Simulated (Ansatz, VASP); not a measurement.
PbS: VASP beside Ansatz

```
Pb S
1.0
     2.93326   -2.93326   -0.00001
     2.99611    2.99611   -0.00001
    -2.08561   -0.02211   22.16129
Pb S
2 2
Direct
  0.73732 0.71713 0.93524
  0.28287 0.26268 0.06476
  0.24081 0.22040 0.94488
  0.77960 0.75919 0.05512
```

Change from the starting cell: shear_xy strain +2.1%.

Alike in both runs: task single point; functional PBE; k mesh 6 × 6 × 2; occupations fermi-dirac, width 0.02 eV; no spin polarisation.

```csv
,VASP,Ansatz
version,VASP 6.6.1,Ansatz 0.2.0
potentials or method,"VASP PAW PBE potentials, release 64 (Pb_d, S)","plane waves, PAW"
plane-wave cutoff (eV),520,420
valence electrons in the cell,40,40
```

```tsv
	VASP	Ansatz	Ansatz less VASP
gap on the k mesh at the Fermi level (eV)	1.97	1.97	-0.001
rms of the force components (eV/Å)	0.107	0.108	+0.0011
```

Atom by atom the forces differ by 0.003 eV/Å (rms over components).

Spin-orbit coupling is off throughout.
